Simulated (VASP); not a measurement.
# Nb (Im-3m) in VASP: further runs

Nb is run at these levels: LDA; tasks: single point, relaxation of volume and atoms at fixed shape.

All numbers are computed with VASP 6.6.1; they aren't measurements. Logs are shortened: lines on timing, memory, paths and dates and some standing lists are left out, and cuts for length are marked.

### Step 1. The cell of the first run

Symmetry: Im-3m, No. 229, cubic system. Conventional cell: a = 3.245 Å, b = 3.245 Å, c = 3.245 Å, α = 90.00°, β = 90.00°, γ = 90.00°. Within 3.7 Å of Nb (site symmetry m-3m) lie 14 Nb at 2.81 to 3.25 Å.

### Step 2. Single point, LDA

INCAR

```
  PREC = Accurate
  ENCUT = 520
  EDIFF = 1E-6
  ISMEAR = 0
  SIGMA = 0.05
  LREAL = False
  LASPH = True
  NELM = 80
  ALGO = Normal
  ISIF = 2
  LWAVE = False
  LCHARG = False
  GGA = CA
  NBANDS = 12
```

KPOINTS

```
regular mesh
0
Gamma
  10 10 10
```

POSCAR

```
Nb
1.0
   -1.6226072215      1.6226072215      1.6226072215
    1.6226072215     -1.6226072215      1.6226072215
    1.6226072215      1.6226072215     -1.6226072215
Nb
1
Direct
    0.0000000000      0.0000000000      0.0000000000
```

Potentials or basis: VASP PAW LDA potentials, release 64 (Nb_sv).

The run is started by

```sh
cat potpaw_LDA.64/Nb_sv/POTCAR > POTCAR
mpirun -np 1 vasp_std > vasp.out
```

OUTCAR:

```text
PREC = Accurate
   ENCUT = 520
   EDIFF = 1E-6
   ISMEAR = 0
   LREAL = False
   LASPH = True
   NELM = 80
   ISIF = 2
   GGA = CA

 ion  position               nearest neighbor table
   1  0.000  0.000  0.000-

  LATTYP: Found a body centered cubic cell.
 ALAT       =     3.2452144430

  Lattice vectors:

 A1 = (  -1.6226072215,   1.6226072215,   1.6226072215)
 A2 = (   1.6226072215,  -1.6226072215,   1.6226072215)
 A3 = (   1.6226072215,   1.6226072215,  -1.6226072215)

Analysis of symmetry for initial positions (statically):
=====================================================================
 Subroutine PRICEL returns:
 Original cell was already a primitive cell.

 Routine SETGRP: Setting up the symmetry group for a
 body centered cubic supercell.

 Subroutine GETGRP returns: Found 48 space group operations
 (whereof 48 operations were pure point group operations)
 out of a pool of 48 trial point group operations.

The static configuration has the point symmetry O_h .

Analysis of symmetry for dynamics (positions and initial velocities):
=====================================================================
 Subroutine PRICEL returns:
 Original cell was already a primitive cell.

 Routine SETGRP: Setting up the symmetry group for a
 body centered cubic supercell.

 Subroutine GETGRP returns: Found 48 space group operations
 (whereof 48 operations were pure point group operations)
 out of a pool of 48 trial point group operations.

The dynamic configuration has the point symmetry O_h .

 Subroutine INISYM returns: Found 48 space group operations
 (whereof 48 operations are pure point group operations),
 and found     1 'primitive' translations

----------------------------------------------------------------------------------------

                                     Primitive cell

  volume of cell :      17.0884

  direct lattice vectors                    reciprocal lattice vectors
    -1.622607222  1.622607222  1.622607222     0.000000000  0.308146046  0.308146046
     1.622607222 -1.622607222  1.622607222     0.308146046  0.000000000  0.308146046
     1.622607222  1.622607222 -1.622607222     0.308146046  0.308146046  0.000000000

  length of vectors
     2.810438148  2.810438148  2.810438148     0.435784318  0.435784318  0.435784318

  position of ions in fractional coordinates (direct lattice)
     0.000000000  0.000000000  0.000000000

  ion indices of the primitive-cell ions
   primitive index   ion index
                 1           1

----------------------------------------------------------------------------------------

 KPOINTS: regular mesh

Automatic generation of k-mesh.
 Grid dimensions read from file:
 generate k-points for:   10   10   10

 Generating k-lattice:

  Cartesian coordinates                     Fractional coordinates (reciprocal lattice)
     0.000000000  0.030814605  0.030814605     0.100000000  0.000000000  0.000000000
     0.030814605  0.000000000  0.030814605     0.000000000  0.100000000  0.000000000
     0.030814605  0.030814605  0.000000000     0.000000000  0.000000000  0.100000000

  Length of vectors
     0.043578432  0.043578432  0.043578432

  Shift w.r.t. Gamma in fractional coordinates (k-lattice)
     0.000000000  0.000000000  0.000000000

 Subroutine IBZKPT returns following result:
 ===========================================

 Found     47 irreducible k-points:

 Following reciprocal coordinates:
            Coordinates               Weight
  0.000000  0.000000  0.000000      1.000000
  0.100000  0.000000  0.000000     12.000000
  0.200000  0.000000  0.000000     12.000000
  0.300000  0.000000  0.000000     12.000000
  0.400000  0.000000  0.000000     12.000000
  0.500000  0.000000  0.000000      6.000000
[... 16 lines left out ...]
  0.300000  0.300000  0.100000      8.000000
 -0.300000  0.300000  0.100000     24.000000
 [... further k-points ...]
   k-points           NKPTS =     47   k-points in BZ     NKDIM =     47   number of bands    NBANDS=     12
   number of dos      NEDOS =    301   number of ions     NIONS =      1
   total plane-waves  NPLWV =  13824
   dimension x,y,z NGX =    24 NGY =   24 NGZ =   24
   dimension x,y,z NGXF=    48 NGYF=   48 NGZF=   48
   ions per type =               1
   NGX,Y,Z   is equivalent  to a cutoff of  14.20, 14.20, 14.20 a.u.
   NGXF,Y,Z  is equivalent  to a cutoff of  28.39, 28.39, 28.39 a.u.
 SYSTEM =  unknown system
   PREC   = accura    normal or accurate (medium, high low for compatibility)
   ISTART =      0    job   : 0-new  1-cont  2-samecut
   ICHARG =      2    charge: 1-file 2-atom 10-const
   ISPIN  =      1    spin polarized calculation?
   LNONCOLLINEAR =      F non collinear calculations
   LSORBIT =      F    spin-orbit coupling
   LASPH  =      T    aspherical Exc in radial PAW
   ENCUT  =  520.0 eV  38.22 Ry    6.18 a.u.   5.23  5.23  5.23*2*pi/ulx,y,z
   NELM   =     80;   NELMIN=  2; NELMDL= -5     # of ELM steps
   EDIFF  = 0.1E-05   stopping-criterion for ELM
   LREAL  =      F    real-space projection
   EDIFFG = 0.1E-04   stopping-criterion for IOM
   NSW    =      0    number of steps for IOM
   IBRION =     -1    ionic relax: 0-MD 1-quasi-New 2-CG
   NFREE  =      0    steps in history (QN), initial steepest desc. (CG)
   ISIF   =      2    stress and relaxation
   ISYM   =      2    0-nonsym 1-usesym 2-fastsym
   POTIM  = 0.5000    time-step for ionic-motion
   TEBEG  =    0.0;   TEEND  =   0.0 temperature during run
   PSTRESS=    0.0 pullay stress
   NELECT =      13.0000    total number of electrons
   NUPDOWN=      -1.0000    fix difference up-down
   EMIN   =  10.00;   EMAX   =-10.00  energy-range for DOS
   EFERMI =   0.00;   METHOD = LEGACY
   ISMEAR =     0;   SIGMA  =   0.05  broadening in eV -4-tet -1-fermi 0-gaus
   EFERMI_NEDOS =   21; number of points for ismear=-14 and -15
   IALGO  =     38    algorithm
   IMIX   =      4    mixing-type and parameters
     AMIX     =   0.40;   BMIX     =  1.00
     AMIX_MAG =   1.60;   BMIX_MAG =  1.00
  volume/ion in A,a.u.               =      17.09       115.32
  Fermi-wavevector in a.u.,A,eV,Ry     =   1.494477  2.824152 30.388085  2.233461
  Thomas-Fermi vector in A             =   2.606745
   LORBIT       =      0    0 simple, 1 ext, 2 COOP (PROOUT), +10 PAW based schemes
   GGA     = CA    functional components
   LHFCALC =     F    Hartree Fock is set to
   AEXX    =    0.0000 exact exchange contribution
   IVDW    =     0    specifies the selected vdW correction
   LEPSILON=     F    determine dielectric tensor
   LRPA    =     F    only Hartree local field effects (RPA)
 non-spin polarized calculation
 Gauss-broadening in eV      SIGMA  =   0.05
  energy-cutoff  :      520.00
  volume of cell :       17.09
 maximum number of plane-waves:       474
 NGX is ok and might be reduce to    24
   NGX = 11   NGY = 11   NGZ = 11

 number of electron      13.0000001 magnetization

 Free energy of the ion-electron system (eV)
  ---------------------------------------------------
  ext. energy  EPLUGINS =         0.00000000
  ---------------------------------------------------
  free energy    TOTEN  =       -11.23246977 eV

  energy without entropy =      -11.22873450  energy(sigma->0) =      -11.23060214

 E-fermi :  11.7763     XC(G=0): -12.9861

 val. band max:       11.7465155342   @ k =   0.3000   0.2000   0.0000
 cond. band min:      11.7842741615   @ k =  -0.4000   0.4000   0.2000
 fundamental gap:      0.0377586273
 Fermi energy:        11.7763401159

 k-point     1 :       0.0000    0.0000    0.0000
  band No.  band energies     occupation
      1     -42.2486      2.00000
      2     -17.5733      2.00000
      3     -17.5733      2.00000
      4     -17.5733      2.00000
      5       5.7362      2.00000
      6      12.0741      0.00000
      7      12.0741      0.00000
      8      12.0741      0.00000
      9      15.1564      0.00000
     10      15.1564      0.00000
     11      26.1251      0.00000
     12      26.1251      0.00000

 k-point     2 :       0.1000    0.0000    0.0000
  band No.  band energies     occupation
      1     -42.2197      2.00000
      2     -17.7411      2.00000
      3     -17.6237      2.00000
      4     -17.5750      2.00000
      5       6.1676      2.00000
      6      11.8089      0.35642
      7      11.9971      0.00000
      8      12.4973      0.00000
      9      14.7871      0.00000
     10      15.1588      0.00000
     11      26.4711      0.00000
     12      26.8748      0.00000

 k-point     3 :       0.2000    0.0000    0.0000
  band No.  band energies     occupation
      1     -42.1433      2.00000
      2     -18.1656      2.00000
      3     -17.7535      2.00000
      4     -17.5794      2.00000
      5       7.2216      2.00000
      6      11.1907      2.00000
      7      11.6860      1.98943
      8      13.7136      0.00000
      9      14.5061      0.00000
     10      15.2275      0.00000
     11      26.8045      0.00000
     12      28.5516      0.00000
[... 286 lines left out ...]
 k-point    23 :       0.3000    0.3000    0.1000
  band No.  band energies     occupation
      1     -41.9119      2.00000
      2     -18.6165      2.00000
      3     -18.6165      2.00000
      4     -17.9321      2.00000
      5       9.5536      2.00000
      6      11.0255      2.00000
      7      11.0255      2.00000
      8      15.9135      0.00000
      9      15.9135      0.00000
     10      22.0677      0.00000
     11      23.5165      0.00000
     12      23.5165      0.00000

 k-point    24 :      -0.3000    0.3000    0.1000
  band No.  band energies     occupation
      1     -42.0241      2.00000
      2     -18.6414      2.00000
      3     -17.9665      2.00000
      4     -17.7047      2.00000
      5       8.3874      2.00000
      6      10.9569      2.00000
      7      11.4580      2.00000
      8      13.9193      0.00000
      9      15.3992      0.00000
     10      16.2078      0.00000
     11      25.9801      0.00000
     12      28.1405      0.00000

 [... further k-points ...]
[... 5 lines left out ...]
  --------------------------------------------------------------------------------------
  -------------------------------------------------------------------------------------
  Total       -0.0168472     -0.0168472     -0.0168472      0.0000000      0.0000000     -0.0000000
  in kB       -1.5795632     -1.5795632     -1.5795632      0.0000000      0.0000000     -0.0000000
  external PRESSURE =      -1.5795632 kB  Pullay stress =       0.0000000 kB

 VOLUME and BASIS-vectors are now :
 -----------------------------------------------------------------------------
  energy-cutoff  :      520.00
  volume of cell :       17.09
      direct lattice vectors                 reciprocal lattice vectors
    -1.622607222  1.622607222  1.622607222     0.000000000  0.308146046  0.308146046
     1.622607222 -1.622607222  1.622607222     0.308146046  0.000000000  0.308146046
     1.622607222  1.622607222 -1.622607222     0.308146046  0.308146046  0.000000000

 POSITION                                       TOTAL-FORCE (eV/Angst)
 -----------------------------------------------------------------------------------
      0.00000      0.00000      0.00000        -0.000000     -0.000000      0.000000
 -----------------------------------------------------------------------------------
    total drift:                                0.000000      0.000000      0.000000

  FREE ENERGIE OF THE ION-ELECTRON SYSTEM (eV)
  ---------------------------------------------------
  free  energy   TOTEN  =       -11.2324697747 eV

  energy  without entropy=      -11.2287344969  energy(sigma->0) =      -11.23060214
```

Wall time 3.4 s (1 thread of Intel Xeon 6975P-C (Granite Rapids), shared host); peak memory 0.13 GiB.

What came out:

```yaml
Free_energy: -11.2325 eV
Pressure: -0.2 GPa
```

### Step 3. Relaxation of volume and atoms at fixed shape, LDA

This run uses another cell than the first one, of 18.43 Å³/atom, 1.078 times its volume.

INCAR

```
ALGO = Normal ; EDIFF = 1E-6
EDIFFG = -0.01 ; ENCUT = 600
IBRION = 2 ; ISIF = 8
ISMEAR = 0 ; LASPH = True
LCHARG = False ; LREAL = False
LWAVE = False ; NELM = 60
NSW = 60 ; PREC = Accurate
SIGMA = 0.05
```

KPOINTS

```
k-points
0
Gamma
  10 10 10
```

POSCAR

```
Nb
1.0
   -1.6639500000      1.6639500000      1.6639500000
    1.6639500000     -1.6639500000      1.6639500000
    1.6639500000      1.6639500000     -1.6639500000
Nb
1
Direct
    0.0000000000      0.0000000000      0.0000000000
```

Potentials or basis: VASP PAW LDA potentials, release 64 (Nb_sv).

The run is started by

```sh
cat potpaw_LDA.64/Nb_sv/POTCAR > POTCAR
mpirun -np 1 vasp_std > vasp.out
```

OUTCAR:

```text
EDIFF = 1E-6
   EDIFFG = -0.01
   ENCUT = 600
   IBRION = 2
   ISIF = 8
   ISMEAR = 0
   LASPH = True
   LREAL = False
   NELM = 60
   NSW = 60
   PREC = Accurate

 ion  position               nearest neighbor table
   1  0.000  0.000  0.000-

  LATTYP: Found a body centered cubic cell.
 ALAT       =     3.3279000000

  Lattice vectors:

 A1 = (  -1.6639500000,   1.6639500000,   1.6639500000)
 A2 = (   1.6639500000,  -1.6639500000,   1.6639500000)
 A3 = (   1.6639500000,   1.6639500000,  -1.6639500000)

Analysis of symmetry for initial positions (statically):
=====================================================================
 Subroutine PRICEL returns:
 Original cell was already a primitive cell.

 Routine SETGRP: Setting up the symmetry group for a
[... 248 lines left out ...]

 val. band max:       11.7501648379   @ k =   0.3000   0.2000   0.0000
 cond. band min:      11.7872852225   @ k =  -0.4000   0.4000   0.2000
 fundamental gap:      0.0371203846
 Fermi energy:        11.7797735266

 k-point     1 :       0.0000    0.0000    0.0000
  band No.  band energies     occupation
      1     -42.2459      2.00000
      2     -17.5700      2.00000
      3     -17.5700      2.00000
      4     -17.5700      2.00000
      5       5.7381      2.00000
      6      12.0772      0.00000
      7      12.0772      0.00000
      8      12.0772      0.00000
      9      15.1602      0.00000
     10      15.1602      0.00000
[... 287 lines left out ...]
 k-point    24 :      -0.3000    0.3000    0.1000
  band No.  band energies     occupation
      1     -42.0211      2.00000
      2     -18.6388      2.00000
      3     -17.9634      2.00000
      4     -17.7014      2.00000
      5       8.3899      2.00000
      6      10.9597      2.00000
      7      11.4611      2.00000
      8      13.9229      0.00000
      9      15.4034      0.00000
     10      16.2121      0.00000

 [... further k-points ...]
[... 5 lines left out ...]
  --------------------------------------------------------------------------------------
  -------------------------------------------------------------------------------------
  Total       -0.0061563     -0.0061563     -0.0061563      0.0000000      0.0000000      0.0000000
  in kB       -0.5773486     -0.5773486     -0.5773486      0.0000000      0.0000000      0.0000000
  external PRESSURE =      -0.5773486 kB  Pullay stress =       0.0000000 kB
[... 16 lines left out ...]
  FREE ENERGIE OF THE ION-ELECTRON SYSTEM (eV)
  ---------------------------------------------------
  free  energy   TOTEN  =       -11.2332201364 eV

  energy  without entropy=      -11.2294789702  energy(sigma->0) =      -11.23134955

 reached required accuracy - stopping structural energy minimisation
```

CONTCAR:

```text
Nb
   1.00000000000000
    -1.6224714449103161    1.6224714449103161    1.6224714449103161
     1.6224714449103161   -1.6224714449103161    1.6224714449103161
     1.6224714449103161    1.6224714449103161   -1.6224714449103161
  Nb
     1
Direct
     0.0000000000000000    0.0000000000000000    0.0000000000000000

  0.00000000E+00  0.00000000E+00  0.00000000E+00
```

Wall time 8.6 s (1 thread of Intel Xeon 6975P-C (Granite Rapids), shared host); peak memory 0.14 GiB.

Results:

| Quantity | Value |
| --- | --- |
| Free energy | -11.2332 eV |
| Relaxed volume | 17.08 Å³/atom |
| Relaxed cell | a = 2.810 Å, b = 2.810 Å, c = 2.810 Å, α = 109.47°, β = 109.47°, γ = 109.47° |
| Space group after relaxing (to 0.05 Å) | Im-3m (No. 229) |
| Energy gained by relaxing | 51.7 meV/atom |
| Ionic steps | 3 |
| Pressure after relaxing | -0.1 GPa |

The path:
```csv
step,energy change (eV),largest force (eV/Å),pressure (GPa),volume (Å³)
1,0.0000,0.0000,-11.97,18.43
2,0.1160,0.0000,30.20,14.99
3,-0.0517,0.0000,-0.06,17.08
```

Final structure:
```xyz
1
Lattice="-1.6225 1.6225 1.6225 1.6225 -1.6225 1.6225 1.6225 1.6225 -1.6225" Properties=species:S:1:pos:R:3 pbc="T T T"
Nb    0.0000    0.0000    0.0000
```

Levels at points of the mesh, in eV from the Fermi level:
```tsv
k point	band 4	band 5	band 6	band 7	band 8	band 9
(0.00, 0.00, 0.00)	-29.35	-6.04	0.30	0.30	0.30	3.38
(0.50, 0.00, 0.00)	-29.37	-3.99	-1.87	2.59	3.45	4.17
(0.50, 0.50, 0.50)	-30.45	-4.08	-4.08	5.97	5.97	5.97
```
